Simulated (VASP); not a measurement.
Crystal: LiCl.

```
Cl Li
1.0
     0.00000    2.56477    2.56477
     2.56477    0.00000    2.56477
     2.56477    2.56477    0.00000
Cl Li
1 1
Direct
  0.50000 0.50000 0.50000
  0.00000 0.00000 0.00000
```

* Program: VASP 6.6.1
* Task: relaxation of cell and atoms
* Functional: revPBE
* Potentials or basis: VASP PAW PBE potentials, release 64 (Cl, Li_sv)
* Cutoff: 600 eV
* k mesh: 9 × 9 × 9
* Occupations: fermi-dirac, width 0.05 eV
* Spin: no spin polarisation

At the start: pressure 2.0 GPa; volume 16.87 Å³/atom.

**Question.** Where does the relaxation end?

**Answer.** Over 3 steps the energy falls by 6.3 meV/atom and the volume is 18.02 Å³/atom (+6.8 %); space group Fm-3m (No. 225, to 0.05 Å).

Step by step:
```tsv
step	energy change (eV)	largest force (eV/Å)	pressure (GPa)	volume (Å³)
1	0.0000	0.0000	1.97	33.74
2	-0.0093	0.0000	0.97	34.77
3	-0.0127	0.0000	-0.09	36.05
```

Final structure:
```
Cl Li
1.0
     0.00000    2.62188    2.62188
     2.62188    0.00000    2.62188
     2.62188    2.62188    0.00000
Cl Li
1 1
Direct
  0.50000 0.50000 0.50000
  0.00000 0.00000 0.00000
```

Caveat: the cutoff is under 1.25 times the usual one of these potentials, so pressure, stress and relaxed cells hold a basis-set (Pulay) error; the PAW data sets were made with another functional, which shifts forces and pressure a little.
